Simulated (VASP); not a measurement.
A run of VASP 6.6.1 is set up as follows.

Contents of INCAR:

```
SYSTEM = HgTe
PREC = Accurate
ENCUT = 520
EDIFF = 1E-7
ISMEAR = -1
SIGMA = 0.05
LREAL = .False.
LASPH = .True.
NELM = 150
ALGO = Normal
ISIF = 2
LWAVE = .False.
LCHARG = .False.
MAGMOM = 0 0 0 0 0 0
LORBIT = 11
LSORBIT = .True.
GGA_COMPAT = .False.
LORBMOM = .True.
GGA = CA
NBANDS = 30
```

KPOINTS

```
Automatic mesh
0
Gamma
  5 5 5
  0 0 0
```

File POSCAR:

```
HgTe
1.0
    0.0000000000      3.2145000000      3.2145000000
    3.2145000000      0.0000000000      3.2145000000
    3.2145000000      3.2145000000      0.0000000000
Hg Te
1 1
Direct
    0.0000000000      0.0000000000      0.0000000000
    0.7500000000      0.7500000000      0.7500000000
```

Potentials or basis: VASP PAW LDA potentials, release 64 (Hg, Te).

Launch:

```console
$ cat potpaw_LDA.64/Hg/POTCAR potpaw_LDA.64/Te/POTCAR > POTCAR
$ mpirun -np 1 vasp_ncl > vasp.out
```

Question: Estimate the pressure.

Answer: 0.3 GPa.

Question: Estimate the net moment.

Answer: 0.00 μB per cell.

Moments on the atoms (μB; x, y, z):
```
Hg  0.00 0.00 0.00
Te  0.00 0.00 0.00
```
